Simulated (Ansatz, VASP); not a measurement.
One calculation of AgCl, two programs

```
Ag Cl
1.0
     0.00000    2.77317    2.77317
     2.77317    0.00000    2.77317
     2.77317    2.77317    0.00000
Ag Cl
1 1
Direct
  0.00000 0.00000 0.00000
  0.50000 0.50000 0.50000
```

Alike in both runs: task single point; functional HSE06; k mesh 4 × 4 × 4; no spin polarisation.

|  | VASP | Ansatz |
| --- | --- | --- |
| version | VASP 6.6.1 | Ansatz 0.2.0 |
| potentials or method | VASP PAW PBE potentials, release 64 (Ag, Cl) | plane waves |
| plane-wave cutoff (eV) | 520 | 420 |
| occupations | gaussian, width 0.01 eV | fixed |
| valence electrons in the cell | 18 | 26 |

|  | VASP | Ansatz | Ansatz less VASP |
| --- | --- | --- | --- |
| gap on the k mesh at the Fermi level (eV) | 2.40 | 2.42 | +0.020 |
| pressure (GPa) | 1.4 | 1.5 | +0.15 |

VASP's potentials hold 18 valence electrons a cell and Ansatz's 26, so a difference there can come from the potentials and not from the codes. Ansatz's warnings: stress exchange threshold loose, stress scf threshold loose.

The k mesh is coarse, so the values compare programs but aren't converged.
